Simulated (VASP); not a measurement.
Here is a VASP 6.6.1 calculation.

The input INCAR:

```
ALGO = Fast
EDIFF = 1E-7
ENCUT = 520
GGA = PE
ISIF = 2
ISMEAR = 0
ISPIN = 2
IVDW = 12
LASPH = T
LCHARG = F
LMAXMIX = 4
LORBIT = 11
LREAL = F
LWAVE = F
MAGMOM = 1.84 1.84
NBANDS = 20
NELM = 150
PREC = Accurate
SIGMA = 0.1
```

File KPOINTS:

```
k-points
0
Gamma
  21 21 10
```

The input POSCAR:

```
Co
1.0
    2.4689347438      0.0000000029      0.0000000000
   -1.2344673744      2.1381602070      0.0000000000
    0.0000000000      0.0000000000      3.9920614292
Co
2
Direct
    0.6666666667      0.3333333333      0.2499996265
    0.3333333333      0.6666666667      0.7500003735
```

Potentials or basis: VASP PAW PBE potentials, release 64 (Co).

Command:

```console
$ cat potpaw_PBE.64/Co/POTCAR > POTCAR
$ mpirun -np 1 vasp_std > vasp.out
```

Task: Predict the net moment.

Result: 3.14 μB per cell.

Task: Estimate the site moments.

Result: Co +1.59 μB.

Task: Estimate the pressure.

Result: -0.9 GPa.

Stress tensor (GPa, compression positive):
```
-0.85  0.00  0.00
 0.00 -0.85  0.00
 0.00  0.00 -1.01
```
